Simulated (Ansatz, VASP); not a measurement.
# Co in VASP and in Ansatz

```
CELL_PARAMETERS angstrom
2.48736 0.00000 0.00000
-1.24368 2.15412 0.00000
0.00000 0.00000 4.06329
ATOMIC_POSITIONS crystal
Co 0.66667 0.33333 0.25986
Co 0.33333 0.66667 0.74014
```

Alike in both runs: task single point; functional LDA; k mesh 14 × 14 × 8; occupations fermi-dirac, width 0.1 eV; collinear spin.

|  | VASP | Ansatz |
| --- | --- | --- |
| version | VASP 6.6.1 | Ansatz 0.2.0 |
| potentials or method | VASP PAW LDA potentials, release 64 (Co), cutoff 520 eV | plane waves, PAW |
| valence electrons in the cell | 18 | 34 |

|  | VASP | Ansatz | Ansatz less VASP |
| --- | --- | --- | --- |
| net moment per atom (μB) | 1.53 | 1.56 | +0.032 |
| size of the moment on the site where the two differ most (μB) | 1.53 | 1.61 | +0.079 |

LDA's correlation is that of Perdew and Zunger in VASP and of Perdew and Wang (1992) in Ansatz. Site moments also hang on the region over which each program counts them. VASP's potentials hold 18 valence electrons a cell and Ansatz's 34, so a difference there can come from the potentials and not from the codes. Ansatz's warnings: given moment on shells.
